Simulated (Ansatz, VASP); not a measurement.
**One calculation of Ba, two programs**

```
Ba
1.0
     7.40407    0.00000    0.00000
    -3.70203    6.41211    0.00000
     0.00000    0.00000    4.39876
Ba
3
Direct
  0.00000 0.00000 0.00000
  0.33333 0.66667 0.50000
  0.66667 0.33333 0.50000
```

Alike in both runs: functional RPBE; k mesh 5 × 5 × 7; occupations fermi-dirac, width 0.1 eV; no spin polarisation.

Ansatz relaxed the structure, and its values are those at the end. VASP's run is a single point on that final structure, the one shown.

|  | VASP | Ansatz |
| --- | --- | --- |
| version | VASP 6.6.1 | Ansatz 0.2.0 |
| potentials or method | VASP PAW PBE potentials, release 64 (Ba_sv), cutoff 520 eV | plane waves (420 eV) with PAW, scalar-relativistic |
| valence electrons in the cell | 30 | 30 |

```tsv
	VASP	Ansatz	Ansatz less VASP
pressure (GPa)	0.0	0.0	-0.03
```

VASP's potentials were made for PBE, not for RPBE.

Spin-orbit coupling is off throughout.
